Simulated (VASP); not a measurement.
A run of VASP 6.6.1:

Contents of INCAR:

```
ALGO = Normal
EDIFF = 1E-6
ENCUT = 520
GGA = PE
ISIF = 2
ISMEAR = 0
ISPIN = 2
LASPH = True
LCHARG = True
LDAU = True
LDAUJ = 0 0
LDAUL = 2 -1
LDAUPRINT = 1
LDAUTYPE = 2
LDAUU = 3.9 0
LELF = True
LMAXMIX = 4
LORBIT = 11
LREAL = False
LVHAR = True
LWAVE = False
MAGMOM = 5 5 0 0 0 0
NBANDS = 40
NELM = 150
PREC = Accurate
SIGMA = 0.05
```

Contents of KPOINTS:

```
k-points
0
Gamma
  6 6 8
```

Contents of POSCAR:

```
MnF2
1.0
    4.8733996648      0.0000000000      0.0000000000
    0.0000000000      4.8733996648      0.0000000000
    0.0000000000      0.0000000000      3.3098997723
Mn F
2 4
Direct
    0.0000000000      0.0000000000      0.0000000000
    0.5000000000      0.5000000000      0.5000000000
    0.3050000000      0.3050000000      0.0000000000
    0.1950000000      0.8050000000      0.5000000000
    0.6950000000      0.6950000000      0.0000000000
    0.8050000000      0.1950000000      0.5000000000
```

Potentials or basis: VASP PAW PBE potentials, release 64 (Mn_pv, F).

The run is started by

```console
$ cat potpaw_PBE.64/Mn_pv/POTCAR potpaw_PBE.64/F/POTCAR > POTCAR
$ mpirun -np 1 vasp_std > vasp.out
```

Hardware: 1 thread of Intel Xeon 8259CL (shared host).

Question: Estimate the wall time of this run.

Answer: It took 6.7 min on 1 thread of Intel Xeon 8259CL, on a shared host, peak memory 0.36 GiB. Counts: scf iterations 16, k points 50.
